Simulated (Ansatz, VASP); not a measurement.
Two plane-wave programs on BeS

INCAR

```
  PREC = Accurate
  ENCUT = 520
  EDIFF = 1E-6
  ISMEAR = 0
  SIGMA = 0.05
  LREAL = F
  LASPH = T
  NELM = 60
  ALGO = Normal
  ISIF = 2
  LWAVE = F
  LCHARG = F
  GGA = PS
  NBANDS = 11
```

File KPOINTS:

```
Automatic mesh
0
Gamma
  10 10 10
```

File POSCAR:

```
BeS
1.0
    0.0000000000      2.5720655316      2.3738491293
    2.3738491293      0.0000000000      2.3738491293
    2.3738491293      2.5720655316      0.0000000000
Be S
1 1
Direct
    0.0000000000      0.0000000000      0.0000000000
    0.7500000000      0.7500000000      0.7500000000
```

Input for Ansatz:

```yaml
crystal:
  lattice:
    - [0.0, 2.5720655316, 2.3738491293]
    - [2.3738491293, 0.0, 2.3738491293]
    - [2.3738491293, 2.5720655316, 0.0]
  atoms:
    - { symbol: Be, position: [0.0, 0.0, 0.0] }
    - { symbol: S, position: [0.75, 0.75, 0.75] }
basis:
  ecutwfc: 520.0
kpoints:
  mp_grid: { grid: [10, 10, 10] }
hamiltonian:
  xc: pbesol
scf:
  occupations: { method: gaussian, width: 0.05 }
output:
  forces: true
  stress: true
  eigenvalues: true
```

Alike in both runs: task single point; functional PBEsol; k mesh 10 × 10 × 10; occupations gaussian, width 0.05 eV; no spin polarisation.

```csv
,VASP,Ansatz
version,VASP 6.6.1,Ansatz 0.2.0
potentials or method,"VASP PAW PBE potentials, release 64 (Be, S), cutoff 520 eV","scalar-relativistic, plane waves, PAW"
valence electrons in the cell,8,8
```

```csv
,VASP,Ansatz,Ansatz less VASP
gap on the k mesh at the Fermi level (eV),2.61,2.61,-0.004
least direct gap on the mesh (eV),5.34,5.32,-0.020
pressure (GPa),-2.1,-2.3,-0.15
"traceless stress, the component that is largest in VASP (GPa)",-5.69,-5.72,-0.027
```

VASP's potentials were made for PBE, not for PBEsol.
